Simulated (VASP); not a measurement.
Here is a VASP 6.6.1 calculation.

File POSCAR:

```
Ge
1.0
    3.9347849441      0.0000000000      0.0000000000
   -1.9673924721      3.4076237200      0.0000000000
    0.0000000000      0.0000000000      6.6166378371
Ge
4
Direct
    0.3333333333      0.6666666667      0.0010929838
    0.6666666667      0.3333333333      0.5010929838
    0.3333333333      0.6666666667      0.3729070162
    0.6666666667      0.3333333333      0.8729070162
```

File INCAR.step1:

```
SYSTEM = Ge
ALGO = Normal ; EDIFF = 1E-5
ENCUT = 550 ; GGA = PE
GGA_COMPAT = .FALSE. ; ISMEAR = 0
LASPH = .TRUE. ; LCHARG = .FALSE.
LREAL = .FALSE. ; LWAVE = .TRUE.
NBANDS = 36 ; NELM = 120
PREC = Accurate ; SIGMA = 0.01
```

File INCAR.step2:

```
SYSTEM = Ge
ALGO = Normal ; EDIFF = 1E-6
ENCUT = 550 ; GGA_COMPAT = .FALSE.
ISIF = 2 ; ISMEAR = 0
ISTART = 1 ; LASPH = .TRUE.
LCHARG = .TRUE. ; LELF = .TRUE.
LMIXTAU = .TRUE. ; LREAL = .FALSE.
LVHAR = .TRUE. ; LWAVE = .FALSE.
METAGGA = R2SCAN ; NBANDS = 36
NELM = 120 ; PREC = Accurate
SIGMA = 0.01
```

The input KPOINTS:

```
k-points
0
G
  9 9 6
  0 0 0
```

Potentials or basis: VASP PAW PBE potentials, release 64 (Ge_d).

Command:

```bash
$ cat potpaw_PBE.64/Ge_d/POTCAR > POTCAR
$ cp INCAR.step1 INCAR
$ mpirun -np 1 vasp_std > vasp.out
$ cp INCAR.step2 INCAR
$ mpirun -np 1 vasp_std > vasp.out
```

(1) What does it give for the pressure?

(2) Estimate the band gap on the k mesh.

## Answers

(1) 2.2 GPa.

(2) 0.32 eV (least direct gap 0.33 eV).

Caveat: the cell differs from its parent crystal (strained cell); the PAW data sets were made with another functional, which shifts forces and pressure a little.
